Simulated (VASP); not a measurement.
Here is a VASP 6.6.1 calculation.

POSCAR

```
Si2W
1.0
   -1.6396379164      1.6396379164      3.9667662052
    1.6396379164     -1.6396379164      3.9667662052
    1.6396379164      1.6396379164     -3.9667662052
Si W
2 1
Direct
    0.3359341515      0.3359341515      0.0000000000
    0.6640658485      0.6640658485      0.0000000000
    0.0000000000      0.0000000000      0.0000000000
```

File INCAR.step1:

```
PREC = Accurate
ENCUT = 520
ISMEAR = 0
SIGMA = 0.1
LREAL = F
LASPH = T
NELM = 80
NBANDS = 18
GGA = PE
ALGO = Normal
EDIFF = 1E-4
LWAVE = T
LCHARG = F
```

Contents of INCAR.step2:

```
PREC = Accurate
ENCUT = 520
EDIFF = 1E-7
ISMEAR = 0
SIGMA = 0.1
LREAL = F
LASPH = T
NELM = 80
ALGO = Normal
ISIF = 2
LWAVE = F
LCHARG = T
METAGGA = R2SCAN
LMIXTAU = T
LELF = T
LVHAR = T
NBANDS = 18
ISTART = 1
```

File KPOINTS:

```
Automatic mesh
0
Gamma
  18 18 18
```

Potentials or basis: VASP PAW PBE potentials, release 64 (Si, W_sv).

The run is started by

```bash
$ cat potpaw_PBE.64/Si/POTCAR potpaw_PBE.64/W_sv/POTCAR > POTCAR
$ cp INCAR.step1 INCAR
$ mpirun -np 1 vasp_std > vasp.out
$ cp INCAR.step2 INCAR
$ mpirun -np 1 vasp_std > vasp.out
```

Task: What does it give for the band gap on the k mesh?

Result: Zero (bands 11 and 12 overlap by 1.15 eV).

Task: Estimate the pressure.

Result: -11.7 GPa.

Task: Predict the largest force.

Result: 0.008 eV/Å.

Stress tensor (GPa, compression positive):
```
-11.62   0.00   0.00
  0.00 -11.62   0.00
  0.00   0.00 -11.85
```

Caveat: the cell stands under tension; the PAW data sets were made with another functional, which shifts forces and pressure a little; spin-orbit coupling is left out, which moves the levels of the heavy elements.
